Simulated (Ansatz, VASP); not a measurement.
**One calculation of H11NO4, two programs**

```xyz
16
Lattice="5.2305 0.0000 0.0000 0.0000 5.2305 0.0000 0.0000 0.0000 5.2305" Properties=species:S:1:pos:R:3 pbc="T T T"
O     0.1799    3.5182    0.8341
O     2.9885    2.3491    2.2981
O     2.0368    4.1112    4.1435
O     0.8831    0.6768    2.2674
H     0.8447    3.6381    0.0970
H     0.5228    2.7744    1.3681
H     2.2981    1.6774    2.0735
H     3.4190    2.6837    1.4911
H     1.6329    4.8026    3.5630
H     2.3720    3.4588    3.4717
H     0.2031    0.7264    3.0682
H     0.6371   -0.1331    1.7602
H     3.8287    0.0095   -0.7781
H     4.8573    1.0186    0.0215
H     3.9051    1.5979   -1.1980
N     4.4685    0.8011   -0.8957
```

Alike in both runs: functional PBE; dispersion D3(BJ); k mesh 1 × 1 × 1; occupations fermi-dirac, width 0.05 eV; no spin polarisation.

Ansatz relaxed the structure, and its values are those at the end. VASP's run is a single point on that final structure, the one shown.

|  | VASP | Ansatz |
| --- | --- | --- |
| version | VASP 6.6.1 | Ansatz 0.2.0 |
| potentials or method | VASP PAW PBE potentials, release 64 (O, H, N), cutoff 520 eV | scalar-relativistic, plane waves, PAW |
| valence electrons in the cell | 40 | 40 |

```csv
,VASP,Ansatz,Ansatz less VASP
gap on the k mesh at the Fermi level (eV),4.71,4.71,+0.006
rms of the force components (eV/Å),0.067,0.058,-0.0092
```
